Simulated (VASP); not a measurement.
**Pd: single point with LDA**

Crystal: Pd.

```xyz
2
Lattice="1.9201 1.9201 0.0000 -1.9201 1.9201 0.0000 0.0000 0.0000 3.8402" Properties=species:S:1:pos:R:3 pbc="T T T"
Pd    0.0000    0.0000    0.0000
Pd    0.0000    1.9201    1.9201
```

```json
{
  "Program": "VASP 6.6.1",
  "Task": "single point",
  "Functional": "LDA",
  "Potentials or basis": "VASP PAW LDA potentials, release 64 (Pd)",
  "Cutoff": "500 eV",
  "k mesh": "13 × 13 × 10",
  "Occupations": "fermi-dirac, width 0.05 eV",
  "Spin": "no spin polarisation",
  "Dipole correction": "no",
  "Further INCAR settings": "ALGO = Normal; EDIFF = 1e-06; NBANDS = 17"
}
```

The pressure is 0.2 GPa. The band gap on the k mesh is zero (band 10 reaches 10.64 eV, above the bottom of band 11 at 9.42 eV).

Levels at points of the mesh, in eV from the Fermi level:
| k point | band 8 | band 9 | band 10 | band 11 | band 12 | band 13 |
| --- | --- | --- | --- | --- | --- | --- |
| (0.00, 0.00, 0.00) | -1.32 | -0.05 | 0.31 | 0.31 | 3.23 | 11.14 |
| (0.00, 0.00, 0.50) | -1.70 | -1.70 | -1.70 | -0.71 | -0.71 | 18.41 |

Run time: 24 s on 1 thread of Intel(R) Xeon(R) 6975P-C (Granite Rapids), on a shared host, peak memory 0.16 GiB.
